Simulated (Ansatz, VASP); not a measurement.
One calculation of Sn, two programs

```xyz
1
Lattice="-1.9196 1.9196 1.9196 1.9196 -1.9196 1.9196 1.9196 1.9196 -1.9196" Properties=species:S:1:pos:R:3 pbc="T T T"
Sn    0.0000    0.0000    0.0000
```

Alike in both runs: task single point; functional HSE06; k mesh 6 × 6 × 6; occupations fermi-dirac, width 0.05 eV; no spin polarisation.

|  | VASP | Ansatz |
| --- | --- | --- |
| version | VASP 6.6.1 | Ansatz 0.2.0 |
| potentials or method | VASP PAW PBE potentials, release 64 (Sn_d) | Ansatz PAW |
| plane-wave cutoff (eV) | 520 | 420 |
| valence electrons in the cell | 14 | 14 |

Ansatz gave:

| Property | Result |
| --- | --- |
| gap on the k mesh at the Fermi level (eV) | none |
| pressure (GPa) | -2.7 |

Problem. What did VASP give for the same quantities?

Solution. gap on the k mesh at the Fermi level (eV): none; pressure (GPa): -2.8.

A gap of «none» marks a metal or a gap that the smearing closes.

The k mesh is coarse, so the values compare programs but aren't converged.
